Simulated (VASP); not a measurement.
# Cu2BiS2 (I4/mmm) in VASP: single point with HSE06

Aim: the single point of Cu2BiS2 with HSE06.

Program: VASP 6.6.1. These are calculated values, not measurements. Logs are shortened: lines on timing, memory, paths and dates and some standing lists are left out, and cuts for length are marked.

## 1. The cell of the first run

The structure is tetragonal, space group I4/mmm (No. 139). Conventional cell: a = 3.868 Å, b = 3.868 Å, c = 13.703 Å, α = 90.00°, β = 90.00°, γ = 90.00°. Bi (site symmetry 4/mmm) has 8 S at 3.34 Å and 4 Bi at 3.87 Å and 8 Cu at 3.93 Å within 4.4 Å. Cu (site symmetry -4m2) has 4 S at 2.45 Å and 4 Cu at 2.74 Å within 3.2 Å. Within 3.2 Å of S (site symmetry 4mm) lie 4 Cu at 2.45 Å.

## 2. Single point, HSE06

The input, POSCAR:

```
Cu2BiS2
1.0
    0.0000000000      3.8684620000      0.0000000000
    3.8684620000      0.0000000000      0.0000000000
    1.9342310000      1.9342310000     -6.8513590000
Bi Cu S
1 2 2
Direct
    0.0000000000      0.0000000000      0.0000000000
    0.7500000000      0.2500000000      0.5000000000
    0.2500000000      0.7500000000      0.5000000000
    0.3600000000      0.3600000000      0.2800000000
    0.6400000000      0.6400000000      0.7200000000
```

The input, INCAR.step1:

```
SYSTEM = Cu2BiS2
PREC = Accurate
ENCUT = 520
EDIFF = 1E-5
ISMEAR = -1
SIGMA = 0.0437
LREAL = .False.
LASPH = .True.
NELM = 80
ALGO = Normal
ISIF = 2
LWAVE = .True.
LCHARG = .False.
NBANDS = 32
GGA = PE
LUSENCCL = .False.
```

The input, INCAR.step2:

```
SYSTEM = Cu2BiS2
PREC = Accurate
ENCUT = 520
EDIFF = 1E-6
ISMEAR = -1
SIGMA = 0.0437
LREAL = .False.
LASPH = .True.
NELM = 80
ALGO = Normal
ISIF = 2
LWAVE = .False.
LCHARG = .False.
GGA = PE
LHFCALC = .True.
HFSCREEN = 0.2079
PRECFOCK = Fast
NBANDS = 32
ISTART = 1
LUSENCCL = .False.
```

The input, KPOINTS:

```
Automatic mesh
0
Gamma
  3 3 3
  0 0 0
```

Potentials or basis: VASP PAW PBE potentials, release 64 (Bi_d, Cu, S).

Launch:

```sh
$ cat potpaw_PBE.64/Bi_d/POTCAR potpaw_PBE.64/Cu/POTCAR potpaw_PBE.64/S/POTCAR > POTCAR
$ cp INCAR.step1 INCAR
$ mpirun -np 1 vasp_std > vasp.out
$ cp INCAR.step2 INCAR
$ mpirun -np 1 vasp_std > vasp.out
```

OUTCAR:

```text
SYSTEM = Cu2BiS2
   PREC = Accurate
   ENCUT = 520
   EDIFF = 1E-6
   ISMEAR = -1
   LREAL = .False.
   LASPH = .True.
   NELM = 80
   ISIF = 2
   GGA = PE
   LHFCALC = .True.
   HFSCREEN = 0.2079
   PRECFOCK = Fast
   ISTART = 1

 ion  position               nearest neighbor table
   1  0.000  0.000  0.000-   5 3.34   5 3.34   5 3.34   4 3.34   5 3.34   4 3.34   4 3.34   4 3.34

   2  0.750  0.250  0.500-   4 2.45   4 2.45   5 2.45   5 2.45   3 2.74   3 2.74   3 2.74   3 2.74

   3  0.250  0.750  0.500-   4 2.45   4 2.45   5 2.45   5 2.45   2 2.74   2 2.74   2 2.74   2 2.74

   4  0.360  0.360  0.280-   2 2.45   3 2.45   3 2.45   2 2.45   1 3.34   1 3.34   1 3.34   1 3.34

   5  0.640  0.640  0.720-   3 2.45   2 2.45   2 2.45   3 2.45   1 3.34   1 3.34   1 3.34   1 3.34

  LATTYP: Found a body centered tetragonal cell.
 ALAT       =     3.8684620000
 C/A-ratio  =     3.5421617170

  Lattice vectors:

 A1 = (  -1.9342310000,   1.9342310000,   6.8513590000)
 A2 = (   1.9342310000,  -1.9342310000,   6.8513590000)
 A3 = (   1.9342310000,   1.9342310000,  -6.8513590000)

Analysis of symmetry for initial positions (statically):
=====================================================================
 Subroutine PRICEL returns:
 Original cell was already a primitive cell.

 Routine SETGRP: Setting up the symmetry group for a
 body centered tetragonal supercell.

 Subroutine GETGRP returns: Found 16 space group operations
 (whereof 16 operations were pure point group operations)
 out of a pool of 16 trial point group operations.

The static configuration has the point symmetry D_4h.

Analysis of symmetry for dynamics (positions and initial velocities):
=====================================================================
 Subroutine PRICEL returns:
 Original cell was already a primitive cell.

 Routine SETGRP: Setting up the symmetry group for a
 body centered tetragonal supercell.

 Subroutine GETGRP returns: Found 16 space group operations
 (whereof 16 operations were pure point group operations)
 out of a pool of 16 trial point group operations.

The dynamic configuration has the point symmetry D_4h.

 Subroutine INISYM returns: Found 16 space group operations
 (whereof 16 operations are pure point group operations),
 and found     1 'primitive' translations

----------------------------------------------------------------------------------------

                                     Primitive cell

  volume of cell :     102.5306

  direct lattice vectors                    reciprocal lattice vectors
     0.000000000  3.868462000  0.000000000    -0.000000000  0.258500665  0.072978222
     3.868462000  0.000000000  0.000000000     0.258500665 -0.000000000  0.072978222
     1.934231000  1.934231000 -6.851359000     0.000000000  0.000000000 -0.145956445

  length of vectors
     3.868462000  3.868462000  7.377236561     0.268604570  0.268604570  0.145956445

  position of ions in fractional coordinates (direct lattice)
     0.000000000  0.000000000  0.000000000
     0.750000000  0.250000000  0.500000000
     0.250000000  0.750000000  0.500000000
     0.360000000  0.360000000  0.280000000
     0.640000000  0.640000000  0.720000000

  ion indices of the primitive-cell ions
   primitive index   ion index
                 1           1
                 2           2
                 3           3
                 4           4
                 5           5

----------------------------------------------------------------------------------------

 KPOINTS: Automatic mesh

Automatic generation of k-mesh.
 Grid dimensions read from file:
 generate k-points for:    3    3    3

 Generating k-lattice:

  Cartesian coordinates                     Fractional coordinates (reciprocal lattice)
    -0.000000000  0.086166888  0.024326074     0.333333333  0.000000000  0.000000000
     0.086166888 -0.000000000  0.024326074     0.000000000  0.333333333  0.000000000
     0.000000000  0.000000000 -0.048652148     0.000000000  0.000000000  0.333333333

  Length of vectors
     0.089534857  0.089534857  0.048652148

  Shift w.r.t. Gamma in fractional coordinates (k-lattice)
     0.000000000  0.000000000  0.000000000

 Subroutine IBZKPT returns following result:
 ===========================================

 Found      6 irreducible k-points:

 Following reciprocal coordinates:
            Coordinates               Weight
  0.000000  0.000000  0.000000      1.000000
  0.333333  0.000000  0.000000      8.000000
  0.333333  0.333333  0.000000      8.000000
 -0.333333  0.333333  0.000000      4.000000
  0.000000  0.000000  0.333333      2.000000
 -0.333333  0.000000  0.333333      4.000000
   k-points           NKPTS =      6   k-points in BZ     NKDIM =     27   number of bands    NBANDS=     32
   number of dos      NEDOS =    301   number of ions     NIONS =      5
   total plane-waves  NPLWV =  50400
   dimension x,y,z NGX =    30 NGY =   30 NGZ =   56
   dimension x,y,z NGXF=    60 NGYF=   60 NGZF=  112
   ions per type =               1   2   2
   NGX,Y,Z   is equivalent  to a cutoff of  12.89, 12.89, 12.62 a.u.
   NGXF,Y,Z  is equivalent  to a cutoff of  25.78, 25.78, 25.24 a.u.
 SYSTEM =  Cu2BiS2
   PREC   = accura    normal or accurate (medium, high low for compatibility)
   ISTART =      1    job   : 0-new  1-cont  2-samecut
   ICHARG =      0    charge: 1-file 2-atom 10-const
   ISPIN  =      1    spin polarized calculation?
   LNONCOLLINEAR =      F non collinear calculations
   LSORBIT =      F    spin-orbit coupling
   LASPH  =      T    aspherical Exc in radial PAW
   ENCUT  =  520.0 eV  38.22 Ry    6.18 a.u.   7.19  7.19 13.72*2*pi/ulx,y,z
   NELM   =     80;   NELMIN=  2; NELMDL=  0     # of ELM steps
   EDIFF  = 0.1E-05   stopping-criterion for ELM
   LREAL  =      F    real-space projection
   EDIFFG = 0.1E-04   stopping-criterion for IOM
   NSW    =      0    number of steps for IOM
   IBRION =     -1    ionic relax: 0-MD 1-quasi-New 2-CG
   NFREE  =      0    steps in history (QN), initial steepest desc. (CG)
   ISIF   =      2    stress and relaxation
   ISYM   =      3    0-nonsym 1-usesym 2-fastsym
   POTIM  = 0.5000    time-step for ionic-motion
   TEBEG  =    0.0;   TEEND  =   0.0 temperature during run
   PSTRESS=    0.0 pullay stress
   NELECT =      49.0000    total number of electrons
   NUPDOWN=      -1.0000    fix difference up-down
   EMIN   =  10.00;   EMAX   =-10.00  energy-range for DOS
   EFERMI =   0.00;   METHOD = LEGACY
   ISMEAR =    -1;   SIGMA  =   0.04  broadening in eV -4-tet -1-fermi 0-gaus
   EFERMI_NEDOS =   21; number of points for ismear=-14 and -15
   IALGO  =     38    algorithm
   IMIX   =      1    mixing-type and parameters
     AMIX     =   0.40;   BMIX     =  1.00
     AMIX_MAG =   1.60;   BMIX_MAG =  1.00
  volume/ion in A,a.u.               =      20.51       138.38
  Fermi-wavevector in a.u.,A,eV,Ry     =   1.279938  2.418733 22.289639  1.638242
  Thomas-Fermi vector in A             =   2.412395
   LORBIT       =      0    0 simple, 1 ext, 2 COOP (PROOUT), +10 PAW based schemes
   GGA     = PE    functional components
   LHFCALC =     T    Hartree Fock is set to
   PRECFOCK=fast      Normal, Fast or Accurate (Low or Medium for compatibility)
   ENCUT4O =  -1.0   cutoff for four orbital integrals eV
   NKREDX  =     1    reduce k-point grid by
   NKREDY  =     1    reduce k-point grid by
   NKREDZ  =     1    reduce k-point grid by
   AEXX    =    0.2500 exact exchange contribution
   HFSCREEN=    0.2079 screening length (either q_TF or 0.3 A-1)
   HFSCREENC=   0.2079 screening length for correlation (either q_TF or 0.3 A-1)
   ENCUTFOCK=  -1.0 apply spherical cutoff to Coloumb kernel
   IVDW    =     0    specifies the selected vdW correction
   LEPSILON=     F    determine dielectric tensor
   LRPA    =     F    only Hartree local field effects (RPA)
 non-spin polarized calculation
  energy-cutoff  :      520.00
  volume of cell :      102.53
 maximum number of plane-waves:      2780
 NGX is ok and might be reduce to    30
  NGX = 16; NGY = 16; NGZ = 30

 number of electron      49.0000030 magnetization

 Free energy of the ion-electron system (eV)
  ---------------------------------------------------
  ext. energy  EPLUGINS =         0.00000000
  ---------------------------------------------------
  free energy    TOTEN  =       -21.89901723 eV

  energy without entropy =      -21.85775500  energy(sigma->0) =      -21.87838612

 E-fermi :   5.6115     XC(G=0):  -8.4935

 val. band max:        5.5861989465   @ k =   0.3333   0.0000   0.0000
 cond. band min:       5.7078041567   @ k =   0.3333   0.3333   0.0000
 fundamental gap:      0.1216052102
 Fermi energy:         5.6115360667

 k-point     1 :       0.0000    0.0000    0.0000
  band No.  band energies     occupation
      1     -20.5175      2.00000
      2     -20.4541      2.00000
      3     -20.4541      2.00000
      4     -20.4015      2.00000
      5     -20.3387      2.00000
      6      -9.8916      2.00000
[... 24 lines left out ...]
     31      12.3677      0.00000
     32      12.4280      0.00000

 k-point     2 :       0.3333    0.0000    0.0000
  band No.  band energies     occupation
      1     -20.5085      2.00000
      2     -20.4677      2.00000
      3     -20.4525      2.00000
      4     -20.3709      2.00000
      5     -20.3502      2.00000
      6      -9.1998      2.00000
[... 24 lines left out ...]
     31      12.4210      0.00000
     32      13.0013      0.00000

 k-point     3 :       0.3333    0.3333    0.0000
  band No.  band energies     occupation
      1     -20.4964      2.00000
      2     -20.4657      2.00000
      3     -20.4651      2.00000
      4     -20.3636      2.00000
      5     -20.3436      2.00000
      6      -8.6868      2.00000
[... 24 lines left out ...]
     31      13.1292      0.00000
     32      14.3432      0.00000

 k-point     4 :      -0.3333    0.3333    0.0000
  band No.  band energies     occupation
      1     -20.4965      2.00000
      2     -20.4656      2.00000
      3     -20.4652      2.00000
      4     -20.3636      2.00000
      5     -20.3436      2.00000
      6      -8.7785      2.00000
[... 24 lines left out ...]
     31      11.9967      0.00000
     32      14.5371      0.00000

 k-point     5 :       0.0000    0.0000    0.3333
  band No.  band energies     occupation
      1     -20.5173      2.00000
      2     -20.4541      2.00000
      3     -20.4541      2.00000
      4     -20.4015      2.00000
      5     -20.3386      2.00000
      6      -9.6643      2.00000
[... 24 lines left out ...]
     31      11.3631      0.00000
     32      13.2054      0.00000

 k-point     6 :      -0.3333    0.0000    0.3333
  band No.  band energies     occupation
      1     -20.5084      2.00000
      2     -20.4678      2.00000
      3     -20.4525      2.00000
      4     -20.3710      2.00000
      5     -20.3502      2.00000
      6      -8.9263      2.00000
[... 24 lines left out ...]
     31      12.6149      0.00000
     32      12.8260      0.00000

------------------------ aborting loop because EDIFF is reached ----------------------------------------

  FORCE on cell =-STRESS in cart. coord.  units (eV):
  Direction    XX          YY          ZZ          XY          YZ          ZX
  --------------------------------------------------------------------------------------
  -------------------------------------------------------------------------------------
  Total       -4.6017475     -4.6017475     -4.2789702      0.0000000     -0.0000000      0.0000000
  in kB      -71.9084578    -71.9084578    -66.8646299      0.0000000     -0.0000000      0.0000000
  external PRESSURE =     -70.2271819 kB  Pullay stress =       0.0000000 kB

 VOLUME and BASIS-vectors are now :
 -----------------------------------------------------------------------------
  energy-cutoff  :      520.00
  volume of cell :      102.53
      direct lattice vectors                 reciprocal lattice vectors
     0.000000000  3.868462000  0.000000000    -0.000000000  0.258500665  0.072978222
     3.868462000  0.000000000  0.000000000     0.258500665 -0.000000000  0.072978222
     1.934231000  1.934231000 -6.851359000     0.000000000  0.000000000 -0.145956445

 POSITION                                       TOTAL-FORCE (eV/Angst)
 -----------------------------------------------------------------------------------
      0.00000      0.00000      0.00000         0.000000      0.000000      0.000000
      1.93423      3.86846     -3.42568        -0.000000      0.000000      0.000000
      3.86846      1.93423     -3.42568         0.000000      0.000000      0.000000
      1.93423      1.93423     -1.91838         0.000000      0.000000      0.219635
      3.86846      3.86846     -4.93298         0.000000      0.000000     -0.219635
 -----------------------------------------------------------------------------------
    total drift:                               -0.000001     -0.000000     -0.000000

  FREE ENERGIE OF THE ION-ELECTRON SYSTEM (eV)
  ---------------------------------------------------
  free  energy   TOTEN  =       -21.8990172343 eV

  energy  without entropy=      -21.8577550001  energy(sigma->0) =      -21.87838612
```

It used 140 s of CPU time on 1 × NVIDIA H100 80GB with 1 thread of AMD EPYC 7R13 Processor (Zen 3), on a shared host.

What came out:

```yaml
Free_energy: -21.8990 eV
Pressure: -7.0 GPa
Largest_force: 0.220 eV/Å
```

Forces on the atoms (eV/Å):
```
Bi   0.000  0.000  0.000
Cu   0.000  0.000  0.000
Cu   0.000  0.000  0.000
S    0.000  0.000  0.220
S    0.000  0.000 -0.220
```

Stress tensor (GPa, compression positive):
```
-7.19  0.00  0.00
 0.00 -7.19  0.00
 0.00  0.00 -6.69
```

Levels at points of the mesh, in eV from the Fermi level:
```
           k point  band 20  band 21  band 22  band 23  band 24  band 25  band 26  band 27  band 28  band 29
(0.00, 0.00, 0.00)    -2.19    -2.19    -1.32    -1.20    -1.20     0.25     2.72     2.72     3.61     4.77
```

Caveat: the k points lie up to 0.56 Å⁻¹ apart; the PAW data sets were made with another functional, which shifts forces and pressure a little; spin-orbit coupling is left out, which moves the levels of the heavy elements.
